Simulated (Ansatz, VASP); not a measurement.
# GaP in VASP and in Ansatz

```
Ga P
1.0
     0.00000    2.69203    2.69203
     2.69203    0.00000    2.69203
     2.69203    2.69203    0.00000
Ga P
1 1
Direct
  0.00000 0.00000 0.00000
  0.25000 0.25000 0.25000
```

Change from the starting cell: strained cell.

Alike in both runs: functional PBEsol; k mesh 8 × 8 × 8; occupations gaussian, width 0.02 eV; no spin polarisation.

Ansatz relaxed the structure, and its values are those at the end. VASP's run is a single point on that final structure, the one shown.

```csv
,VASP,Ansatz
version,VASP 6.6.1,Ansatz 0.2.0
potentials or method,"VASP PAW PBE potentials, release 64 (Ga_d, P), cutoff 500 eV","scalar-relativistic, plane waves, PAW"
valence electrons in the cell,18,18
```

```tsv
	VASP	Ansatz	Ansatz less VASP
gap on the k mesh at the Fermi level (eV)	1.44	1.44	-0.003
least direct gap on the mesh (eV)	2.05	2.05	-0.008
pressure (GPa)	2.6	2.7	+0.11
```

VASP's potentials were made for PBE, not for PBEsol. With one functional, cell and mesh, what is left measures potentials, basis and numerics. Ansatz's warnings: stress scf threshold loose.
